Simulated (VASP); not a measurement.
A run of VASP 6.6.1 is set up as follows.

File INCAR:

```
PREC     = Accurate       # precision mode
ENCUT    = 520            # plane-wave cutoff, eV
EDIFF    = 1E-6           # SCF threshold, eV
ISMEAR   = -1             # smearing method
SIGMA    = 0.05           # smearing width, eV
LREAL    = F              # projectors in reciprocal space
LASPH    = T              # aspherical terms in the spheres
NELM     = 80             # most SCF steps
ALGO     = Normal         # electronic algorithm
ISIF     = 2              # what is computed and relaxed
LWAVE    = F              # write WAVECAR
LCHARG   = T              # write CHGCAR
GGA      = PE             # functional
LELF     = T              # ELF
LVHAR    = T            
NBANDS   = 25             # bands
```

KPOINTS

```
regular mesh
0
Gamma
  13 13 7
```

Contents of POSCAR:

```
CuO
1.0
    3.1479437980      0.0000000000      0.0000000000
   -1.5739718990      2.7261992987      0.0000000000
    0.0000000000      0.0000000000      5.3860353229
Cu O
2 2
Direct
    0.3333333333      0.6666666667      0.0088223458
    0.6666666667      0.3333333333      0.5088223458
    0.3333333333      0.6666666667      0.3671776542
    0.6666666667      0.3333333333      0.8671776542
```

Potentials or basis: VASP PAW PBE potentials, release 64 (Cu, O).

Launch:

```bash
$ cat potpaw_PBE.64/Cu/POTCAR potpaw_PBE.64/O/POTCAR > POTCAR
$ mpirun -np 1 vasp_std > vasp.out
```

(1) What does it give for the largest force?

(2) Estimate the band gap on the k mesh.

(3) What does it give for the pressure?

Results:

(1) 0.008 eV/Å.

(2) zero (band 17 reaches 4.79 eV, above the bottom of band 18 at 3.54 eV).

(3) 0.6 GPa.

Caveat: semilocal functionals often make such compounds metallic where correlation or magnetic order opens a gap, which also shifts bond lengths.
